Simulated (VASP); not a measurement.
# MgO (P6_3mc) in VASP: further runs

MgO is run at these levels: PBE; tasks: single point.

Everything below comes from runs of VASP 6.6.1. Logs are shortened: lines on timing, memory, paths and dates and some standing lists are left out, and cuts for length are marked.

## 1. The cell of the first run

Symmetry: P6_3mc, No. 186, hexagonal system. The conventional cell has a = 3.470 Å, b = 3.470 Å, c = 5.258 Å, α = 90.00°, β = 90.00°, γ = 120.00°. Mg (site symmetry 3m) has 4 O at 2.06 to 2.08 Å within 2.7 Å. Within 2.7 Å of O (site symmetry 3m) lie 4 Mg at 2.06 to 2.08 Å.

## 2. Single point, PBE

INCAR reads:

```
SYSTEM = MgO
  PREC = Accurate
  ENCUT = 520
  EDIFF = 1E-6
  ISMEAR = 0
  SIGMA = 0.05
  LREAL = .False.
  LASPH = .True.
  NELM = 80
  ALGO = Normal
  ISIF = 2
  LWAVE = .False.
  LCHARG = .False.
  GGA = PE
  NBANDS = 16
```

KPOINTS reads:

```
Automatic mesh
0
Gamma
  9 9 6
  0 0 0
```

POSCAR reads:

```
MgO
1.0
    3.4700000000      0.0000000000      0.0000000000
   -1.7350000000      3.0051081511      0.0000000000
    0.0000000000      0.0000000000      5.2581000000
Mg O
2 2
Direct
    0.3333333333      0.6666666667      0.0063188013
    0.6666666667      0.3333333333      0.5063188013
    0.3333333333      0.6666666667      0.3982811987
    0.6666666667      0.3333333333      0.8982811987
```

Potentials or basis: VASP PAW PBE potentials, release 64 (Mg, O).

Run with:

```console
cat potpaw_PBE.64/Mg/POTCAR potpaw_PBE.64/O/POTCAR > POTCAR
mpirun -np 1 vasp_std > vasp.out
```

OUTCAR:

```text
SYSTEM = MgO
   PREC = Accurate
   ENCUT = 520
   EDIFF = 1E-6
   ISMEAR = 0
   LREAL = .False.
   LASPH = .True.
   NELM = 80
   ISIF = 2
   GGA = PE

 ion  position               nearest neighbor table
   1  0.333  0.667  0.006-   3 2.06   4 2.08   4 2.08   4 2.08   2 3.31   2 3.31   2 3.31   2 3.31
                             2 3.31   2 3.31
   2  0.667  0.333  0.506-   4 2.06   3 2.08   3 2.08   3 2.08   1 3.31   1 3.31   1 3.31   1 3.31
                             1 3.31   1 3.31
   3  0.333  0.667  0.398-   1 2.06   2 2.08   2 2.08   2 2.08
   4  0.667  0.333  0.898-   2 2.06   1 2.08   1 2.08   1 2.08

  LATTYP: Found a hexagonal cell.
 ALAT       =     3.4700000000
 C/A-ratio  =     1.5153025937

  Lattice vectors:

 A1 = (   3.4700000000,   0.0000000000,   0.0000000000)
 A2 = (  -1.7350000000,   3.0051081511,   0.0000000000)
 A3 = (   0.0000000000,   0.0000000000,   5.2581000000)

Analysis of symmetry for initial positions (statically):
=====================================================================
 Subroutine PRICEL returns:
 Original cell was already a primitive cell.

 Routine SETGRP: Setting up the symmetry group for a
 hexagonal supercell.

 Subroutine GETGRP returns: Found 12 space group operations
 (whereof  6 operations were pure point group operations)
 out of a pool of 24 trial point group operations.

The static configuration has the point symmetry C_3v.
 The point group associated with its full space group is C_6v.

Analysis of symmetry for dynamics (positions and initial velocities):
=====================================================================
 Subroutine PRICEL returns:
 Original cell was already a primitive cell.

 Routine SETGRP: Setting up the symmetry group for a
 hexagonal supercell.

 Subroutine GETGRP returns: Found 12 space group operations
 (whereof  6 operations were pure point group operations)
 out of a pool of 24 trial point group operations.

The dynamic configuration has the point symmetry C_3v.
 The point group associated with its full space group is C_6v.

 Subroutine INISYM returns: Found 12 space group operations
 (whereof  6 operations are pure point group operations),
 and found     1 'primitive' translations

----------------------------------------------------------------------------------------

                                     Primitive cell

  volume of cell :      54.8300

  direct lattice vectors                    reciprocal lattice vectors
     3.470000000  0.000000000  0.000000000     0.288184438  0.166383363  0.000000000
    -1.735000000  3.005108151  0.000000000     0.000000000  0.332766726  0.000000000
     0.000000000  0.000000000  5.258100000     0.000000000  0.000000000  0.190182766

  length of vectors
     3.470000000  3.470000000  5.258100000     0.332766726  0.332766726  0.190182766

  position of ions in fractional coordinates (direct lattice)
     0.333333333  0.666666667  0.006318801
     0.666666667  0.333333333  0.506318801
     0.333333333  0.666666667  0.398281199
     0.666666667  0.333333333  0.898281199

  ion indices of the primitive-cell ions
   primitive index   ion index
                 1           1
                 2           2
                 3           3
                 4           4

----------------------------------------------------------------------------------------

 KPOINTS: Automatic mesh

Automatic generation of k-mesh.
 Grid dimensions read from file:
 generate k-points for:    9    9    6

 Generating k-lattice:

  Cartesian coordinates                     Fractional coordinates (reciprocal lattice)
     0.032020493  0.018487040  0.000000000     0.111111111  0.000000000  0.000000000
     0.000000000  0.036974081  0.000000000     0.000000000  0.111111111  0.000000000
     0.000000000  0.000000000  0.031697128     0.000000000  0.000000000  0.166666667

  Length of vectors
     0.036974081  0.036974081  0.031697128

  Shift w.r.t. Gamma in fractional coordinates (k-lattice)
     0.000000000  0.000000000  0.000000000

 Subroutine IBZKPT returns following result:
 ===========================================

 Found     48 irreducible k-points:

 Following reciprocal coordinates:
            Coordinates               Weight
  0.000000  0.000000  0.000000      1.000000
  0.111111  0.000000  0.000000      6.000000
  0.222222  0.000000  0.000000      6.000000
  0.333333  0.000000  0.000000      6.000000
  0.444444  0.000000  0.000000      6.000000
  0.111111  0.111111  0.000000      6.000000
[... 16 lines left out ...]
  0.333333  0.222222  0.166667     24.000000
  0.333333  0.333333  0.166667      4.000000
 [... further k-points ...]
   k-points           NKPTS =     48   k-points in BZ     NKDIM =     48   number of bands    NBANDS=     16
   number of dos      NEDOS =    301   number of ions     NIONS =      4
   total plane-waves  NPLWV =  31360
   dimension x,y,z NGX =    28 NGY =   28 NGZ =   40
   dimension x,y,z NGXF=    56 NGYF=   56 NGZF=   80
   ions per type =               2   2
   NGX,Y,Z   is equivalent  to a cutoff of  13.41, 13.41, 12.65 a.u.
   NGXF,Y,Z  is equivalent  to a cutoff of  26.83, 26.83, 25.29 a.u.
 SYSTEM =  MgO
   PREC   = accura    normal or accurate (medium, high low for compatibility)
   ISTART =      0    job   : 0-new  1-cont  2-samecut
   ICHARG =      2    charge: 1-file 2-atom 10-const
   ISPIN  =      1    spin polarized calculation?
   LNONCOLLINEAR =      F non collinear calculations
   LSORBIT =      F    spin-orbit coupling
   LASPH  =      T    aspherical Exc in radial PAW
   ENCUT  =  520.0 eV  38.22 Ry    6.18 a.u.   6.45  6.45  9.78*2*pi/ulx,y,z
   NELM   =     80;   NELMIN=  2; NELMDL= -5     # of ELM steps
   EDIFF  = 0.1E-05   stopping-criterion for ELM
   LREAL  =      F    real-space projection
   EDIFFG = 0.1E-04   stopping-criterion for IOM
   NSW    =      0    number of steps for IOM
   IBRION =     -1    ionic relax: 0-MD 1-quasi-New 2-CG
   NFREE  =      0    steps in history (QN), initial steepest desc. (CG)
   ISIF   =      2    stress and relaxation
   ISYM   =      2    0-nonsym 1-usesym 2-fastsym
   POTIM  = 0.5000    time-step for ionic-motion
   TEBEG  =    0.0;   TEEND  =   0.0 temperature during run
   PSTRESS=    0.0 pullay stress
   NELECT =      16.0000    total number of electrons
   NUPDOWN=      -1.0000    fix difference up-down
   EMIN   =  10.00;   EMAX   =-10.00  energy-range for DOS
   EFERMI =   0.00;   METHOD = LEGACY
   ISMEAR =     0;   SIGMA  =   0.05  broadening in eV -4-tet -1-fermi 0-gaus
   EFERMI_NEDOS =   21; number of points for ismear=-14 and -15
   IALGO  =     38    algorithm
   IMIX   =      4    mixing-type and parameters
     AMIX     =   0.40;   BMIX     =  1.00
     AMIX_MAG =   1.60;   BMIX_MAG =  1.00
  volume/ion in A,a.u.               =      13.71        92.50
  Fermi-wavevector in a.u.,A,eV,Ry     =   1.085864  2.051985 16.042632  1.179100
  Thomas-Fermi vector in A             =   2.221987
   LORBIT       =      0    0 simple, 1 ext, 2 COOP (PROOUT), +10 PAW based schemes
   GGA     = PE    functional components
   LHFCALC =     F    Hartree Fock is set to
   AEXX    =    0.0000 exact exchange contribution
   IVDW    =     0    specifies the selected vdW correction
   LEPSILON=     F    determine dielectric tensor
   LRPA    =     F    only Hartree local field effects (RPA)
 non-spin polarized calculation
 Gauss-broadening in eV      SIGMA  =   0.05
  energy-cutoff  :      520.00
  volume of cell :       54.83
 maximum number of plane-waves:      1502
 NGX is ok and might be reduce to    28
   NGX = 13   NGY = 13   NGZ = 19

 number of electron      15.9999997 magnetization

 Free energy of the ion-electron system (eV)
  ---------------------------------------------------
  ext. energy  EPLUGINS =         0.00000000
  ---------------------------------------------------
  free energy    TOTEN  =       -23.28891084 eV

  energy without entropy =      -23.28891084  energy(sigma->0) =      -23.28891084

 E-fermi :   0.5628     XC(G=0):  -9.1165

 val. band max:        0.3332532374   @ k =   0.0000   0.0000   0.0000
 cond. band min:       3.1002344108   @ k =   0.0000   0.0000   0.0000
 fundamental gap:      2.7669811733
 Fermi energy:         0.5628109522

 k-point     1 :       0.0000    0.0000    0.0000
  band No.  band energies     occupation
      1     -15.4307      2.00000
      2     -14.8506      2.00000
      3      -2.4713      2.00000
      4      -0.2696      2.00000
      5      -0.2696      2.00000
      6       0.0323      2.00000
[... 8 lines left out ...]
     15      15.3184      0.00000
     16      15.5072      0.00000

 k-point     2 :       0.1111    0.0000    0.0000
  band No.  band energies     occupation
      1     -15.3859      2.00000
      2     -14.8360      2.00000
      3      -2.3661      2.00000
      4      -0.5418      2.00000
      5      -0.3410      2.00000
      6      -0.3211      2.00000
[... 8 lines left out ...]
     15      15.1887      0.00000
     16      15.5148      0.00000

 k-point     3 :       0.2222    0.0000    0.0000
  band No.  band energies     occupation
      1     -15.2661      2.00000
      2     -14.8033      2.00000
      3      -2.0698      2.00000
      4      -1.2574      2.00000
      5      -0.8273      2.00000
      6      -0.4955      2.00000
[... 8 lines left out ...]
     15      13.9983      0.00000
     16      14.6138      0.00000

 k-point     4 :       0.3333    0.0000    0.0000
  band No.  band energies     occupation
      1     -15.1121      2.00000
      2     -14.7794      2.00000
      3      -1.9138      2.00000
      4      -1.6421      2.00000
      5      -1.2731      2.00000
      6      -0.6472      2.00000
[... 8 lines left out ...]
     15      13.8371      0.00000
     16      14.4920      0.00000
[... 324 lines left out ...]
 k-point    22 :       0.2222    0.2222    0.1667
  band No.  band energies     occupation
      1     -15.0181      2.00000
      2     -14.7931      2.00000
      3      -1.9277      2.00000
      4      -1.8051      2.00000
      5      -0.9585      2.00000
      6      -0.9167      2.00000
[... 8 lines left out ...]
     15      12.6875      0.00000
     16      15.2353      0.00000

 k-point    23 :       0.3333    0.2222    0.1667
  band No.  band energies     occupation
      1     -14.9150      2.00000
      2     -14.8041      2.00000
      3      -2.0834      2.00000
      4      -1.6697      2.00000
      5      -1.2810      2.00000
      6      -0.7239      2.00000
[... 8 lines left out ...]
     15      12.7842      0.00000
     16      15.0005      0.00000

 k-point    24 :       0.3333    0.3333    0.1667
  band No.  band energies     occupation
      1     -14.8437      2.00000
      2     -14.8437      2.00000
      3      -1.9092      2.00000
      4      -1.5859      2.00000
      5      -1.5859      2.00000
      6      -0.8319      2.00000
[... 8 lines left out ...]
     15      12.9140      0.00000
     16      15.6458      0.00000

 [... further k-points ...]
[... 5 lines left out ...]
  --------------------------------------------------------------------------------------
  -------------------------------------------------------------------------------------
  Total       -4.2400857     -4.2400857     -3.0028421      0.0000000      0.0000000      0.0000000
  in kB     -123.8987121   -123.8987121    -87.7454600      0.0000000      0.0000000      0.0000000
  external PRESSURE =    -111.8476280 kB  Pullay stress =       0.0000000 kB

 VOLUME and BASIS-vectors are now :
 -----------------------------------------------------------------------------
  energy-cutoff  :      520.00
  volume of cell :       54.83
      direct lattice vectors                 reciprocal lattice vectors
     3.470000000  0.000000000  0.000000000     0.288184438  0.166383363  0.000000000
    -1.735000000  3.005108151  0.000000000     0.000000000  0.332766726  0.000000000
     0.000000000  0.000000000  5.258100000     0.000000000  0.000000000  0.190182766

 POSITION                                       TOTAL-FORCE (eV/Angst)
 -----------------------------------------------------------------------------------
     -0.00000      2.00341      0.03322        -0.000000      0.000000     -0.031570
      1.73500      1.00170      2.66227        -0.000000     -0.000000     -0.031570
     -0.00000      2.00341      2.09420        -0.000000      0.000000      0.031570
      1.73500      1.00170      4.72325         0.000000      0.000000      0.031570
 -----------------------------------------------------------------------------------
    total drift:                               -0.000000      0.000000      0.000165

  FREE ENERGIE OF THE ION-ELECTRON SYSTEM (eV)
  ---------------------------------------------------
  free  energy   TOTEN  =       -23.2889108369 eV

  energy  without entropy=      -23.2889108369  energy(sigma->0) =      -23.28891084
```

Wall time 18 s (1 thread of Intel Xeon 6975P-C (Granite Rapids), shared host); peak memory 0.19 GiB.

What came out:

| Quantity | Value |
| --- | --- |
| Free energy | -23.2889 eV |
| Pressure | -11.2 GPa |
| Largest force | 0.032 eV/Å |
| Band gap on the k mesh | 2.77 eV, direct |

Forces on the atoms (eV/Å):
```
Mg   0.000  0.000 -0.032
Mg   0.000  0.000 -0.032
O    0.000  0.000  0.032
O    0.000  0.000  0.032
```

Stress tensor (GPa, compression positive):
```
-12.39   0.00   0.00
  0.00 -12.39   0.00
  0.00   0.00  -8.77
```

## 3. Single point, PBE

This run uses another cell than the first one, of 13.78 Å³/atom, 1.006 times its volume.

INCAR reads:

```
SYSTEM = MgO
PREC = Accurate
ENCUT = 520
EDIFF = 1E-6
ISMEAR = 0
SIGMA = 0.05
LREAL = .FALSE.
LASPH = .TRUE.
NELM = 80
ALGO = Normal
ISIF = 2
LWAVE = .FALSE.
LCHARG = .FALSE.
GGA = PE
NBANDS = 16
```

KPOINTS reads:

```
regular mesh
0
G
  9 9 6
  0 0 0
```

POSCAR reads:

```
MgO
1.0
    3.3926000000      0.0000000000      0.0000000000
   -1.6963000000      2.9380777849      0.0000000000
    0.0000000000      0.0000000000      5.5313000000
Mg O
2 2
Direct
    0.3333333333      0.6666666667      0.0063188013
    0.6666666667      0.3333333333      0.5063188013
    0.3333333333      0.6666666667      0.3982811987
    0.6666666667      0.3333333333      0.8982811987
```

Potentials or basis: VASP PAW PBE potentials, release 64 (Mg, O).

Run with:

```console
cat potpaw_PBE.64/Mg/POTCAR potpaw_PBE.64/O/POTCAR > POTCAR
mpirun -np 1 vasp_std > vasp.out
```

Wall time 20 s (1 thread of Intel Xeon 6975P-C (Granite Rapids), shared host); peak memory 0.19 GiB.

It converged, with:

```yaml
Free_energy: -23.2552 eV
Pressure: -10.8 GPa
Largest_force: 0.239 eV/Å
Band_gap_on_the_k_mesh: 2.84 eV, direct
```

Forces in eV/Å, atoms in the order of the input:
```
Mg   0.000  0.000  0.239
Mg   0.000  0.000  0.239
O    0.000  0.000 -0.239
O    0.000  0.000 -0.239
```

Stress tensor (GPa, compression positive):
```
 -9.18   0.00   0.00
  0.00  -9.18   0.00
  0.00   0.00 -14.16
```

Levels at points of the mesh, in eV from the valence-band top:
```
           k point  band 6  band 7  band 8  band 9  band 10  band 11
(0.00, 0.00, 0.00)   -0.17   -0.17    0.00    2.84     7.63     8.84
(0.00, 0.00, 0.50)   -0.28   -0.28   -0.28    5.13     5.13    11.57
```

A k mesh can miss the band edges.
